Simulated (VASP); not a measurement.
# Fe (P6/mmm) in VASP: notebook

Runs on Fe. Level: PBE. Tasks: single point.

Program: VASP 6.6.1. These are calculated values, not measurements. Logs are shortened: lines on timing, memory, paths and dates and some standing lists are left out, and cuts for length are marked.

### 1 The cell of the first run

The structure is hexagonal, space group P6/mmm (No. 191). Conventional cell: a = 3.701 Å, b = 3.701 Å, c = 2.298 Å, α = 90.00°, β = 90.00°, γ = 120.00°. Within 3.0 Å of Fe (site symmetry 6/mmm) lie 14 Fe at 2.30 to 2.43 Å. Fe (site symmetry -6m2) has 11 Fe at 2.14 to 2.43 Å within 2.8 Å.

This isn't the form of Fe at room conditions, which is bcc.

### 2 Single point, PBE, collinear spin, ferromagnetic start

File INCAR:

```
PREC = Accurate
ENCUT = 520
EDIFF = 1E-6
ISMEAR = -1
SIGMA = 0.08
LREAL = F
LASPH = T
NELM = 150
ALGO = Normal
ISIF = 2
LWAVE = F
LCHARG = T
ISPIN = 2
MAGMOM = 2.5 2.5 2.5
LORBIT = 11
LMAXMIX = 4
GGA = PE
LELF = T
LVHAR = T
NBANDS = 23
```

File KPOINTS:

```
Automatic mesh
0
Gamma
  9 9 12
```

File POSCAR:

```
Fe
1.0
    3.7006295173      0.0000000000      0.0000000000
   -1.8503147586      3.2048391719      0.0000000000
    0.0000000000      0.0000000000      2.2980683186
Fe
3
Direct
    0.0000000000      0.0000000000      0.0000000000
    0.3333333333      0.6666666667      0.5000000000
    0.6666666667      0.3333333333      0.5000000000
```

Potentials or basis: VASP PAW PBE potentials, release 64 (Fe).

Command:

```console
$ cat potpaw_PBE.64/Fe/POTCAR > POTCAR
$ mpirun -np 1 vasp_std > vasp.out
```

OUTCAR:

```text
PREC = Accurate
   ENCUT = 520
   EDIFF = 1E-6
   ISMEAR = -1
   LREAL = F
   LASPH = T
   NELM = 150
   ISIF = 2
   ISPIN = 2
   LORBIT = 11
   GGA = PE

 ion  position               nearest neighbor table
   1  0.000  0.000  0.000-   2 2.43   3 2.43   2 2.43   3 2.43   2 2.43   2 2.43   3 2.43   3 2.43
                             3 2.43   3 2.43   2 2.43   2 2.43
   2  0.333  0.667  0.500-   3 2.14   3 2.14   3 2.14   1 2.43   1 2.43   1 2.43   1 2.43   1 2.43
                             1 2.43
   3  0.667  0.333  0.500-   2 2.14   2 2.14   2 2.14   1 2.43   1 2.43   1 2.43   1 2.43   1 2.43
                             1 2.43

  LATTYP: Found a hexagonal cell.
 ALAT       =     3.7006295173
 C/A-ratio  =     0.6209938898

  Lattice vectors:

 A1 = (   3.7006295173,   0.0000000000,   0.0000000000)
 A2 = (  -1.8503147586,   3.2048391719,   0.0000000000)
 A3 = (   0.0000000000,   0.0000000000,   2.2980683186)

Analysis of symmetry for initial positions (statically):
=====================================================================
 Subroutine PRICEL returns:
 Original cell was already a primitive cell.

 Routine SETGRP: Setting up the symmetry group for a
 hexagonal supercell.

 Subroutine GETGRP returns: Found 24 space group operations
 (whereof 24 operations were pure point group operations)
 out of a pool of 24 trial point group operations.

The static configuration has the point symmetry D_6h.

Analysis of symmetry for dynamics (positions and initial velocities):
=====================================================================
 Subroutine PRICEL returns:
 Original cell was already a primitive cell.

 Routine SETGRP: Setting up the symmetry group for a
 hexagonal supercell.

 Subroutine GETGRP returns: Found 24 space group operations
 (whereof 24 operations were pure point group operations)
 out of a pool of 24 trial point group operations.

The dynamic configuration has the point symmetry D_6h.

Analysis of structural, dynamic, and magnetic symmetry:
=====================================================================
 Subroutine PRICEL returns:
 Original cell was already a primitive cell.

 Routine SETGRP: Setting up the symmetry group for a
 hexagonal supercell.

 Subroutine GETGRP returns: Found 24 space group operations
 (whereof 24 operations were pure point group operations)
 out of a pool of 24 trial point group operations.

The overall configuration has the point symmetry D_6h.

 Subroutine INISYM returns: Found 24 space group operations
 (whereof 24 operations are pure point group operations),
 and found     1 'primitive' translations

----------------------------------------------------------------------------------------

                                     Primitive cell

  volume of cell :      27.2549

  direct lattice vectors                    reciprocal lattice vectors
     3.700629517  0.000000000  0.000000000     0.270224294  0.156014069  0.000000000
    -1.850314759  3.204839172  0.000000000     0.000000000  0.312028138  0.000000000
     0.000000000  0.000000000  2.298068319     0.000000000  0.000000000  0.435148073

  length of vectors
     3.700629517  3.700629517  2.298068319     0.312028138  0.312028138  0.435148073

  position of ions in fractional coordinates (direct lattice)
     0.000000000  0.000000000  0.000000000
     0.333333333  0.666666667  0.500000000
     0.666666667  0.333333333  0.500000000

  ion indices of the primitive-cell ions
   primitive index   ion index
                 1           1
                 2           2
                 3           3

----------------------------------------------------------------------------------------

 KPOINTS: Automatic mesh

Automatic generation of k-mesh.
 Grid dimensions read from file:
 generate k-points for:    9    9   12

 Generating k-lattice:

  Cartesian coordinates                     Fractional coordinates (reciprocal lattice)
     0.030024922  0.017334897  0.000000000     0.111111111  0.000000000  0.000000000
     0.000000000  0.034669793  0.000000000     0.000000000  0.111111111  0.000000000
     0.000000000  0.000000000  0.036262339     0.000000000  0.000000000  0.083333333

  Length of vectors
     0.034669793  0.034669793  0.036262339

  Shift w.r.t. Gamma in fractional coordinates (k-lattice)
     0.000000000  0.000000000  0.000000000

 Subroutine IBZKPT returns following result:
 ===========================================

 Found     84 irreducible k-points:

 Following reciprocal coordinates:
            Coordinates               Weight
  0.000000  0.000000  0.000000      1.000000
  0.111111  0.000000  0.000000      6.000000
  0.222222  0.000000  0.000000      6.000000
  0.333333  0.000000  0.000000      6.000000
  0.444444  0.000000  0.000000      6.000000
  0.111111  0.111111  0.000000      6.000000
[... 16 lines left out ...]
  0.333333  0.222222  0.083333     24.000000
  0.333333  0.333333  0.083333      4.000000
 [... further k-points ...]
   k-points           NKPTS =     84   k-points in BZ     NKDIM =     84   number of bands    NBANDS=     23
   number of dos      NEDOS =    301   number of ions     NIONS =      3
   total plane-waves  NPLWV =  14112
   dimension x,y,z NGX =    28 NGY =   28 NGZ =   18
   dimension x,y,z NGXF=    56 NGYF=   56 NGZF=   36
   ions per type =               3
   NGX,Y,Z   is equivalent  to a cutoff of  12.58, 12.58, 13.02 a.u.
   NGXF,Y,Z  is equivalent  to a cutoff of  25.16, 25.16, 26.04 a.u.
 SYSTEM =  unknown system
   PREC   = accura    normal or accurate (medium, high low for compatibility)
   ISTART =      0    job   : 0-new  1-cont  2-samecut
   ICHARG =      2    charge: 1-file 2-atom 10-const
   ISPIN  =      2    spin polarized calculation?
   LNONCOLLINEAR =      F non collinear calculations
   LSORBIT =      F    spin-orbit coupling
   LASPH  =      T    aspherical Exc in radial PAW
   ENCUT  =  520.0 eV  38.22 Ry    6.18 a.u.   6.88  6.88  4.27*2*pi/ulx,y,z
   NELM   =    150;   NELMIN=  2; NELMDL= -5     # of ELM steps
   EDIFF  = 0.1E-05   stopping-criterion for ELM
   LREAL  =      F    real-space projection
   EDIFFG = 0.1E-04   stopping-criterion for IOM
   NSW    =      0    number of steps for IOM
   IBRION =     -1    ionic relax: 0-MD 1-quasi-New 2-CG
   NFREE  =      0    steps in history (QN), initial steepest desc. (CG)
   ISIF   =      2    stress and relaxation
   ISYM   =      2    0-nonsym 1-usesym 2-fastsym
   POTIM  = 0.5000    time-step for ionic-motion
   TEBEG  =    0.0;   TEEND  =   0.0 temperature during run
   PSTRESS=    0.0 pullay stress
   NELECT =      24.0000    total number of electrons
   NUPDOWN=      -1.0000    fix difference up-down
   EMIN   =  10.00;   EMAX   =-10.00  energy-range for DOS
   EFERMI =   0.00;   METHOD = LEGACY
   ISMEAR =    -1;   SIGMA  =   0.08  broadening in eV -4-tet -1-fermi 0-gaus
   EFERMI_NEDOS =   21; number of points for ismear=-14 and -15
   IALGO  =     38    algorithm
   IMIX   =      4    mixing-type and parameters
     AMIX     =   0.40;   BMIX     =  1.00
     AMIX_MAG =   1.60;   BMIX_MAG =  1.00
  volume/ion in A,a.u.               =       9.08        61.31
  Fermi-wavevector in a.u.,A,eV,Ry     =   1.569147  2.965258 33.500571  2.462223
  Thomas-Fermi vector in A             =   2.671073
   LORBIT       =     11    0 simple, 1 ext, 2 COOP (PROOUT), +10 PAW based schemes
   GGA     = PE    functional components
   LHFCALC =     F    Hartree Fock is set to
   AEXX    =    0.0000 exact exchange contribution
   IVDW    =     0    specifies the selected vdW correction
   LEPSILON=     F    determine dielectric tensor
   LRPA    =     F    only Hartree local field effects (RPA)
 spin polarized calculation
  energy-cutoff  :      520.00
  volume of cell :       27.25
 maximum number of plane-waves:       753
 NGX is ok and might be reduce to    28
   NGX = 13   NGY = 13   NGZ =  9

 number of electron      23.9999991 magnetization       1.0304196

 Free energy of the ion-electron system (eV)
  ---------------------------------------------------
  ext. energy  EPLUGINS =         0.00000000
  ---------------------------------------------------
  free energy    TOTEN  =       -23.49054168 eV

  energy without entropy =      -23.41025458  energy(sigma->0) =      -23.45039813

 E-fermi :   8.4718     XC(G=0): -14.4572

 val. band max:        8.4715702674   @ k =   0.2222   0.0000   0.3333
 cond. band min:       8.4774184755   @ k =   0.4444   0.1111   0.0833
 fundamental gap:      0.0058482081
 Fermi energy:         8.4717886121

 spin component 1

 k-point     1 :       0.0000    0.0000    0.0000
  band No.  band energies     occupation
      1      -1.2969      1.00000
      2       3.0998      1.00000
      3       4.9331      1.00000
      4       4.9331      1.00000
      5       5.0663      1.00000
      6       5.0663      1.00000
[... 15 lines left out ...]
     22      20.8705      0.00000
     23      26.8346      0.00000
[... 575 lines left out ...]
      1       2.0318      1.00000
      2       2.7090      1.00000
      3       2.7090      1.00000
      4       4.9453      1.00000
      5       4.9453      1.00000
      6       5.4752      1.00000
[... 15 lines left out ...]
     22      29.9882      0.00000
     23      29.9882      0.00000

 [... further k-points ...]

 spin component 2

 k-point     1 :       0.0000    0.0000    0.0000
  band No.  band energies     occupation
      1      -1.2391      1.00000
      2       3.2363      1.00000
      3       5.0955      1.00000
      4       5.0955      1.00000
      5       5.3143      1.00000
      6       5.3143      1.00000
[... 15 lines left out ...]
     22      21.1426      0.00000
     23      26.9720      0.00000
[... 575 lines left out ...]
      1       2.1830      1.00000
      2       2.8163      1.00000
      3       2.8163      1.00000
      4       5.3269      1.00000
      5       5.3269      1.00000
      6       5.5606      1.00000
[... 15 lines left out ...]
     22      30.1044      0.00000
     23      30.1044      0.00000

 [... further k-points ...]
[... 5 lines left out ...]
  --------------------------------------------------------------------------------------
  -------------------------------------------------------------------------------------
  Total        9.0125936      9.0125936      9.0109344      0.0000000     -0.0000000      0.0000000
  in kB      529.8044290    529.8044290    529.7068958      0.0000000     -0.0000000      0.0000000
  external PRESSURE =     529.7719179 kB  Pullay stress =       0.0000000 kB

 VOLUME and BASIS-vectors are now :
 -----------------------------------------------------------------------------
  energy-cutoff  :      520.00
  volume of cell :       27.25
      direct lattice vectors                 reciprocal lattice vectors
     3.700629517  0.000000000  0.000000000     0.270224294  0.156014069  0.000000000
    -1.850314759  3.204839172  0.000000000     0.000000000  0.312028138  0.000000000
     0.000000000  0.000000000  2.298068319     0.000000000  0.000000000  0.435148073

 POSITION                                       TOTAL-FORCE (eV/Angst)
 -----------------------------------------------------------------------------------
      0.00000      0.00000      0.00000        -0.000000      0.000000     -0.000000
     -0.00000      2.13656      1.14903         0.000000      0.000000     -0.000000
      1.85031      1.06828      1.14903        -0.000000     -0.000000      0.000000
 -----------------------------------------------------------------------------------
    total drift:                                0.000000      0.000000     -0.000000

  FREE ENERGIE OF THE ION-ELECTRON SYSTEM (eV)
  ---------------------------------------------------
  free  energy   TOTEN  =       -23.4905416817 eV

  energy  without entropy=      -23.4102545845  energy(sigma->0) =      -23.45039813

 total charge

# of ion       s       p       d       tot
------------------------------------------
    1        0.576   0.748   6.451   7.775
    2        0.612   0.768   6.527   7.907
    3        0.612   0.768   6.527   7.907
--------------------------------------------------
tot          1.801   2.283  19.506  23.590

 magnetization (x)

# of ion       s       p       d       tot
------------------------------------------
    1       -0.009  -0.018  -0.406  -0.433
    2        0.005   0.007   0.706   0.718
    3        0.005   0.007   0.706   0.718
--------------------------------------------------
tot          0.001  -0.005   1.007   1.003
```

Wall time 84 s (1 thread of AMD EPYC 9R45 (Zen 5), shared host); peak memory 0.17 GiB.

Results:

```
Free energy                                           : -23.4905 eV
Pressure                                              : 53.0 GPa
Net moment                                            : 1.03 μB per cell
Site moments                                          : Fe -0.43, +0.72 (each value once) μB
Valence electrons inside the program's atomic spheres : Fe 7.78, 7.91 (each value once)
```

Caveat: the cell stands under pressure.

### 3 Single point, PBE, collinear spin, ferromagnetic start (9.08 Å³/atom)

File INCAR:

```
SYSTEM = Fe
PREC     = Accurate       ! precision mode
ENCUT    = 520            ! plane-wave cutoff, eV
EDIFF    = 1E-6           ! SCF threshold, eV
ISMEAR   = -1             ! smearing method
SIGMA    = 0.08           ! smearing width, eV
LREAL    = .FALSE.        ! projectors in reciprocal space
LASPH    = .TRUE.         ! aspherical terms in the spheres
NELM     = 150            ! most SCF steps
ALGO     = Normal         ! electronic algorithm
ISIF     = 2              ! what is computed and relaxed
LWAVE    = .FALSE.        ! write WAVECAR
LCHARG   = .TRUE.         ! write CHGCAR
ISPIN    = 2              ! spin polarisation
MAGMOM   = 2.5 2.5 2.5    ! initial moments
LORBIT   = 11             ! projections on sites
LMAXMIX  = 4              ! l up to which the mixer works
GGA      = PE             ! functional
LELF     = .TRUE.         ! ELF
LVHAR    = .TRUE.       
NBANDS   = 23             ! bands
```

File KPOINTS:

```
Automatic mesh
0
G
  9 9 12
  0 0 0
```

POSCAR is that of step 2.

Potentials or basis: VASP PAW PBE potentials, release 64 (Fe).

Command:

```console
$ cat potpaw_PBE.64/Fe/POTCAR > POTCAR
$ mpirun -np 1 vasp_std > vasp.out
```

It took 99 s on 1 thread of AMD EPYC 9R45 (Zen 5), shared host; peak memory 0.17 GiB.

It converged, with:

```yaml
Free_energy: -23.4905 eV
Pressure: 53.0 GPa
Net_moment: 1.03 μB per cell
Site_moments: Fe -0.43, +0.72 (each value once) μB
Valence_electrons_inside_the_program's_atomic_spheres: Fe 7.78, 7.91 (each value once)
```

Levels at points of the mesh, in eV from the Fermi level:
Spin up:
```
           k point  band 9  band 10  band 11  band 12  band 13  band 14  band 15  band 16
(0.00, 0.00, 0.00)   -1.69    -1.69    -1.46    -1.46    -0.96    -0.96     0.98     0.98
(0.00, 0.00, 0.50)   -2.01    -2.01     0.52     0.52     0.86     0.86     1.53     2.80
```
Spin down:
```
           k point  band 8  band 9  band 10  band 11  band 12  band 13  band 14  band 15  band 16  band 17
(0.00, 0.00, 0.00)   -2.22   -1.50    -1.50    -0.96    -0.96    -0.42    -0.42     1.54     1.54     8.82
(0.00, 0.00, 0.50)   -1.47   -1.16    -1.16     0.52     0.52     1.00     1.00     2.02     2.62     3.90
```

Caveat: the cell stands under pressure.

(Part 1 of 2 ends here.)
